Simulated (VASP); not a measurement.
Set up this calculation in VASP 6.6.1, as the native input.

* Task: single point
* Functional: r2SCAN
* Potentials or basis: VASP PAW PBE potentials, release 64 (Mg, C)
* Cutoff: 520 eV
* k mesh: 8 × 8 × 6
* Occupations: gaussian, width 0.05 eV
* Spin: no spin polarisation
* Dipole correction: no
* Further INCAR settings: ALGO = Normal; EDIFF = 1e-06; NBANDS = 16

Crystal: Mg2C3.

```
Mg C
1.0
     2.38702   -2.33941   -0.00634
     2.38702    2.33941   -0.00634
    -1.22536    0.00000    4.85842
Mg C
2 3
Cartesian
  3.6154 0.0000 0.9538
  -0.0667 0.0000 3.8919
  1.1942 0.0000 1.2664
  2.4795 0.0000 3.5793
  1.8368 0.0000 2.4229
```

This cell differs from its parent crystal: all C atoms moved +0.062 Å, as atom 3 along Cartesian [1 0 0].

These files were run (other wordings do the same):

POSCAR

```
Mg2C3
1.0
    2.3870223790     -2.3394118729     -0.0063441741
    2.3870223790      2.3394118729     -0.0063441741
   -1.2253611782      0.0000000000      4.8584158892
Mg C
2 3
Direct
    0.8082382625      0.8082382625      0.1984312469
    0.1917617375      0.1917617375      0.8015687531
    0.3172694803      0.3172694803      0.2614987632
    0.7089313313      0.7089313313      0.7385696634
    0.5131004058      0.5131004058      0.5000342133
```

INCAR.step1

```
SYSTEM = Mg2C3
ALGO     = Normal         ! electronic algorithm
EDIFF    = 1E-4           ! SCF threshold, eV
ENCUT    = 520            ! plane-wave cutoff, eV
GGA      = PE             ! functional
ISMEAR   = 0              ! smearing method
LASPH    = .True.         ! aspherical terms in the spheres
LCHARG   = .False.        ! write CHGCAR
LREAL    = .False.        ! projectors in reciprocal space
LWAVE    = .True.         ! write WAVECAR
NBANDS   = 16             ! bands
NELM     = 80             ! most SCF steps
PREC     = Accurate       ! precision mode
SIGMA    = 0.05           ! smearing width, eV
```

INCAR.step2

```
SYSTEM = Mg2C3
ALGO     = Normal         ! electronic algorithm
EDIFF    = 1E-6           ! SCF threshold, eV
ENCUT    = 520            ! plane-wave cutoff, eV
ISIF     = 2              ! what is computed and relaxed
ISMEAR   = 0              ! smearing method
ISTART   = 1            
LASPH    = .True.         ! aspherical terms in the spheres
LCHARG   = .False.        ! write CHGCAR
LMIXTAU  = .True.       
LREAL    = .False.        ! projectors in reciprocal space
LWAVE    = .False.        ! write WAVECAR
METAGGA  = R2SCAN         ! meta-GGA
NBANDS   = 16             ! bands
NELM     = 80             ! most SCF steps
PREC     = Accurate       ! precision mode
SIGMA    = 0.05           ! smearing width, eV
```

KPOINTS

```
k-points
0
Gamma
  8 8 6
  0 0 0
```

Potentials or basis: VASP PAW PBE potentials, release 64 (Mg, C).

Run with:

```console
$ cat potpaw_PBE.64/Mg/POTCAR potpaw_PBE.64/C/POTCAR > POTCAR
$ cp INCAR.step1 INCAR
$ mpirun -np 1 vasp_std > vasp.out
$ cp INCAR.step2 INCAR
$ mpirun -np 1 vasp_std > vasp.out
```

It gave:

```
Pressure               : -0.1 GPa
Largest force          : 0.299 eV/Å
Band gap on the k mesh : 1.88 eV (least direct gap 2.65 eV)
```

Caveat: the cell differs from its parent crystal (all C atoms moved +0.062 Å, as atom 3 along Cartesian [1 0 0]); the PAW data sets were made with another functional, which shifts forces and pressure a little.

Wall time 2.8 min on 1 thread of Intel(R) Xeon(R) 6975P-C (Granite Rapids) (shared host), peak memory 0.23 GiB.
